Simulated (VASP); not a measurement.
# TiGe (Fd-3m) in VASP: a series of runs, part 2 of 2

VASP 6.6.1.

### Step 3. Relaxation of cell and atoms, PBE

This run uses another cell than the first one, of 16.78 Å³/atom.

The input, INCAR:

```
SYSTEM = TiGe
  PREC = Accurate
  ENCUT = 600
  EDIFF = 1E-6
  ISMEAR = 0
  SIGMA = 0.1
  LREAL = .FALSE.
  LASPH = .TRUE.
  NELM = 60
  ALGO = Normal
  ISIF = 3
  LWAVE = .FALSE.
  LCHARG = .FALSE.
  GGA = PE
  IBRION = 2
  NSW = 90
  EDIFFG = -0.04
```

The input, KPOINTS:

```
Automatic mesh
0
G
  6 6 6
  0 0 0
```

The input, POSCAR:

```
TiGe
1.0
    0.0000000000      3.2252880866      3.2252880866
    3.2252880866      0.0000000000      3.2252880866
    3.2252880866      3.2252880866      0.0000000000
Ti Ge
2 2
Direct
    0.2500000000      0.2500000000      0.2500000000
    0.0000000000      0.0000000000      0.0000000000
    0.7500000000      0.7500000000      0.7500000000
    0.5000000000      0.5000000000      0.5000000000
```

Potentials or basis: VASP PAW PBE potentials, release 64 (Ti_sv, Ge_d).

Run with:

```bash
$ cat potpaw_PBE.64/Ti_sv/POTCAR potpaw_PBE.64/Ge_d/POTCAR > POTCAR
$ mpirun -np 1 vasp_std > vasp.out
```

OUTCAR:

```text
SYSTEM = TiGe
   PREC = Accurate
   ENCUT = 600
   EDIFF = 1E-6
   ISMEAR = 0
   LREAL = .FALSE.
   LASPH = .TRUE.
   NELM = 60
   ISIF = 3
   GGA = PE
   IBRION = 2
   NSW = 90
   EDIFFG = -0.04

 ion  position               nearest neighbor table
   1  0.250  0.250  0.250-   2 2.79   4 2.79   2 2.79   2 2.79   2 2.79   4 2.79   4 2.79   4 2.79

   2  0.000  0.000  0.000-   1 2.79   3 2.79   3 2.79   3 2.79   3 2.79   1 2.79   1 2.79   1 2.79

   3  0.750  0.750  0.750-   2 2.79   4 2.79   4 2.79   4 2.79   4 2.79   2 2.79   2 2.79   2 2.79

   4  0.500  0.500  0.500-   1 2.79   3 2.79   1 2.79   1 2.79   1 2.79   3 2.79   3 2.79   3 2.79

  LATTYP: Found a face centered cubic cell.
 ALAT       =     6.4505761732

  Lattice vectors:

 A1 = (   0.0000000000,   3.2252880866,   3.2252880866)
 A2 = (   3.2252880866,   0.0000000000,   3.2252880866)
 A3 = (   3.2252880866,   3.2252880866,   0.0000000000)

[... 168 lines left out ...]
  free energy    TOTEN  =       -24.35784536 eV

  energy without entropy =      -24.32832046  energy(sigma->0) =      -24.34308291

 E-fermi :   8.2821     XC(G=0): -11.7631

 val. band max:        8.2760019670   @ k =   0.5000   0.3333   0.0000
 cond. band min:       8.3093190289   @ k =  -0.1667   0.1667   0.0000
 fundamental gap:      0.0333170619
 Fermi energy:         8.2820609465

 k-point     1 :       0.0000    0.0000    0.0000
  band No.  band energies     occupation
      1     -48.3838      2.00000
      2     -48.2538      2.00000
      3     -24.7446      2.00000
      4     -24.7446      2.00000
      5     -24.7446      2.00000
      6     -24.4867      2.00000
[... 533 lines left out ...]
     30       9.7298      0.00000
     31      10.2219      0.00000

------------------------ aborting loop because EDIFF is reached ----------------------------------------

  FORCE on cell =-STRESS in cart. coord.  units (eV):
  Direction    XX          YY          ZZ          XY          YZ          ZX
  --------------------------------------------------------------------------------------
  -------------------------------------------------------------------------------------
  Total        0.0720884      0.0720884      0.0720884     -0.0000000     -0.0000000     -0.0000000
  in kB        1.7212360      1.7212360      1.7212360     -0.0000000     -0.0000000     -0.0000000
  external PRESSURE =       1.7212360 kB  Pullay stress =       0.0000000 kB

 VOLUME and BASIS-vectors are now :
 -----------------------------------------------------------------------------
  energy-cutoff  :      600.00
  volume of cell :       67.10
      direct lattice vectors                 reciprocal lattice vectors
     0.000000000  3.225288087  3.225288087    -0.155024911  0.155024911  0.155024911
     3.225288087  0.000000000  3.225288087     0.155024911 -0.155024911  0.155024911
     3.225288087  3.225288087  0.000000000     0.155024911  0.155024911 -0.155024911

 POSITION                                       TOTAL-FORCE (eV/Angst)
 -----------------------------------------------------------------------------------
      1.61264      1.61264      1.61264        -0.000000     -0.000000     -0.000000
      0.00000      0.00000      0.00000         0.000000      0.000000      0.000000
      4.83793      4.83793      4.83793         0.000000      0.000000      0.000000
      3.22529      3.22529      3.22529        -0.000000     -0.000000     -0.000000
 -----------------------------------------------------------------------------------
    total drift:                                0.000000      0.000000      0.000000

  FREE ENERGIE OF THE ION-ELECTRON SYSTEM (eV)
  ---------------------------------------------------
  free  energy   TOTEN  =       -24.3578453622 eV

  energy  without entropy=      -24.3283204552  energy(sigma->0) =      -24.34308291

 reached required accuracy - stopping structural energy minimisation
```

OSZICAR:

```text
N       E                     dE             d eps       ncg     rms          rms(c)
DAV:   1     0.569402750060E+03    0.56940E+03   -0.28234E+04  1130   0.437E+03
DAV:   2     0.684038928065E+02   -0.50100E+03   -0.49321E+03   992   0.865E+02
DAV:   3    -0.177888603508E+02   -0.86193E+02   -0.84745E+02  1286   0.239E+02
DAV:   4    -0.269379268226E+02   -0.91491E+01   -0.89879E+01  1521   0.697E+01
DAV:   5    -0.273077360788E+02   -0.36981E+00   -0.36945E+00  1431   0.124E+01    0.126E+01
DAV:   6    -0.254230585106E+02    0.18847E+01   -0.42473E+01  1358   0.328E+01    0.744E+00
DAV:   7    -0.243663406872E+02    0.10567E+01   -0.10036E+01  1282   0.190E+01    0.298E+00
DAV:   8    -0.243590802682E+02    0.72604E-02   -0.72746E-01  1231   0.585E+00    0.104E+00
DAV:   9    -0.243558675795E+02    0.32127E-02   -0.10438E-01  1474   0.243E+00    0.442E-01
DAV:  10    -0.243581147525E+02   -0.22472E-02   -0.10266E-02  1298   0.999E-01    0.963E-02
DAV:  11    -0.243578542084E+02    0.26054E-03   -0.25448E-03  1451   0.476E-01    0.726E-02
DAV:  12    -0.243578465089E+02    0.76995E-05   -0.30705E-04  1392   0.103E-01    0.690E-03
DAV:  13    -0.243578454410E+02    0.10678E-05   -0.18068E-05  1212   0.235E-02    0.552E-03
DAV:  14    -0.243578453622E+02    0.78870E-07   -0.98892E-07   896   0.102E-02
   1 F= -.24357845E+02 E0= -.24343083E+02  d E =-.243578E+02
```

Wall time 22 s (1 thread of Intel Xeon 6975P-C (Granite Rapids), shared host); peak memory 0.21 GiB.

Results:

| Property | Result |
| --- | --- |
| Free energy | -24.3578 eV |
| Pressure after relaxing | 0.2 GPa |
| Band gap on the k mesh | zero (bands 26 and 27 overlap by 1.04 eV) |

Final structure:
```xyz
4
Lattice="0.0000 3.2253 3.2253 3.2253 0.0000 3.2253 3.2253 3.2253 0.0000" Properties=species:S:1:pos:R:3 pbc="T T T"
Ti    1.6126    1.6126    1.6126
Ti    0.0000    0.0000    0.0000
Ge    4.8379    4.8379    4.8379
Ge    3.2253    3.2253    3.2253
```

Caveat: the relaxation stopped at its first step, so nothing moved.

### Step 4. Single point, PBE

This run uses another cell than the first one, of 16.80 Å³/atom.

The input, INCAR:

```
PREC = Accurate
ENCUT = 520
EDIFF = 1E-6
ISMEAR = 0
SIGMA = 0.1
LREAL = F
LASPH = T
NELM = 60
ALGO = Normal
ISIF = 2
LWAVE = F
LCHARG = T
GGA = PE
LELF = T
LVHAR = T
NBANDS = 34
```

The input, KPOINTS:

```
Automatic mesh
0
Gamma
  12 12 12
```

The input, POSCAR:

```
TiGe
1.0
    0.0000000000      3.2270861003      3.2270861003
    3.2270861003      0.0000000000      3.2270861003
    3.2270861003      3.2270861003      0.0000000000
Ti Ge
2 2
Direct
    0.7500000000      0.7500000000      0.7500000000
    0.5000000000      0.5000000000      0.5000000000
    0.2500000000      0.2500000000      0.2500000000
    0.0000000000      0.0000000000      0.0000000000
```

Run with:

```bash
$ cat potpaw_PBE.64/Ti_sv/POTCAR potpaw_PBE.64/Ge_d/POTCAR > POTCAR
$ mpirun -np 1 vasp_std > vasp.out
```

It took 88 s on 1 thread of Intel Xeon 6975P-C (Granite Rapids), shared host; peak memory 0.29 GiB.

The run converged. Its results:

```yaml
Free_energy: -24.3588 eV
Pressure: 0.0 GPa
Band_gap_on_the_k_mesh: zero (bands 26 and 27 overlap by 1.03 eV)
```

Levels at points of the mesh, in eV from the Fermi level:
```
           k point  band 24  band 25  band 26  band 27  band 28  band 29
(0.00, 0.00, 0.00)    -1.41    -1.41    -1.41    -0.86    -0.86     2.24
(0.50, 0.00, 0.00)    -0.66    -0.66    -0.24     0.58     0.58     1.92
(0.50, 0.50, 0.00)    -2.40     0.06     0.06     0.92     0.92     1.57
```

### Step 5. Relaxation of cell and atoms, PBE

This run uses another cell than the first one, of 16.78 Å³/atom.

The input, INCAR:

```
  ALGO = Normal
  EDIFF = 1E-6
  EDIFFG = -0.01
  ENCUT = 600
  GGA = PE
  IBRION = 2
  ISIF = 3
  ISMEAR = 0
  LASPH = T
  LCHARG = F
  LREAL = F
  LWAVE = F
  NELM = 60
  NSW = 100
  PREC = Accurate
  SIGMA = 0.1
```

The input, KPOINTS:

```
k-points
0
Gamma
  12 12 12
```

The input, POSCAR:

```
TiGe
1.0
    0.0000000000      3.2252880866      3.2252880866
    3.2252880866      0.0000000000      3.2252880866
    3.2252880866      3.2252880866      0.0000000000
Ti Ge
2 2
Direct
    0.7500000000      0.7500000000      0.7500000000
    0.5000000000      0.5000000000      0.5000000000
    0.2500000000      0.2500000000      0.2500000000
    0.0000000000      0.0000000000      0.0000000000
```

Run with:

```bash
$ cat potpaw_PBE.64/Ti_sv/POTCAR potpaw_PBE.64/Ge_d/POTCAR > POTCAR
$ mpirun -np 1 vasp_std > vasp.out
```

Wall time 2.3 min (1 thread of Intel Xeon 6975P-C (Granite Rapids), shared host); peak memory 0.31 GiB.

It converged, with:

- Free energy: -24.3589 eV
- Relaxed volume: 16.81 Å³/atom
- Relaxed cell: a = 4.564 Å, b = 4.564 Å, c = 4.564 Å, α = 60.00°, β = 60.00°, γ = 60.00°
- Space group after relaxing (to 0.1 Å): Fd-3m (No. 227)
- Energy gained by relaxing: 0.0 meV/atom
- Ionic steps: 2
- Pressure after relaxing: 0.0 GPa
- Band gap on the k mesh: zero (bands 26 and 27 overlap by 1.03 eV)

Final structure:
```cif
data_structure
_symmetry_space_group_name_H-M 'P 1'
_symmetry_Int_Tables_number 1
_cell_length_a 4.5643
_cell_length_b 4.5643
_cell_length_c 4.5643
_cell_angle_alpha 60.000
_cell_angle_beta 60.000
_cell_angle_gamma 60.000
_cell_volume 67.24
loop_
_atom_site_label
_atom_site_type_symbol
_atom_site_fract_x
_atom_site_fract_y
_atom_site_fract_z
_atom_site_occupancy
Ti1 Ti 0.75000 0.75000 0.75000 1
Ti2 Ti 0.50000 0.50000 0.50000 1
Ge1 Ge 0.25000 0.25000 0.25000 1
Ge2 Ge 0.00000 0.00000 0.00000 1
```

Levels at points of the mesh, in eV from the Fermi level:
```csv
k point,band 23,band 24,band 25,band 26,band 27,band 28,band 29,band 30
"(0.00, 0.00, 0.00)",-2.40,-1.41,-1.41,-1.41,-0.86,-0.86,2.24,2.24
"(0.50, 0.00, 0.00)",-2.54,-0.66,-0.66,-0.24,0.58,0.58,1.92,1.92
"(0.50, 0.50, 0.00)",-2.40,-2.40,0.06,0.06,0.92,0.92,1.57,1.57
```

### Step 6. Overview

| task | cell | k mesh | cutoff (eV) | gap on the mesh (eV) | pressure (GPa) | relaxed volume (Å³/atom) |
| --- | --- | --- | --- | --- | --- | --- |
| relaxation of cell and atoms | relaxed from a = 4.636 Å, angles 60.0°, 4 atoms | 4 × 4 × 4 | 600 | none | 0.0 | 16.72 |
| relaxation of cell and atoms | relaxed from a = 4.561 Å, angles 60.0°, 4 atoms | 6 × 6 × 6 | 600 | none | 0.2 | - |
| single point | a = 4.564 Å, angles 60.0°, 4 atoms | 12 × 12 × 12 | 520 | none | 0.0 | - |
| relaxation of cell and atoms | relaxed from a = 4.561 Å, angles 60.0°, 4 atoms | 12 × 12 × 12 | 600 | none | 0.0 | 16.81 |

Alike in all rows: level PBE; potentials or basis VASP PAW PBE potentials, release 64 (Ti_sv, Ge_d); no spin polarisation; smearing gaussian 0.1 eV.

Caveats: some runs use coarse meshes; the relaxation stopped at its first step, so nothing moved (at least some runs).

Total energies depend on the potentials used, so only differences within one code and one set of settings carry meaning.

The gap in the log of VASP goes by the Fermi energy; the results here count the filled bands.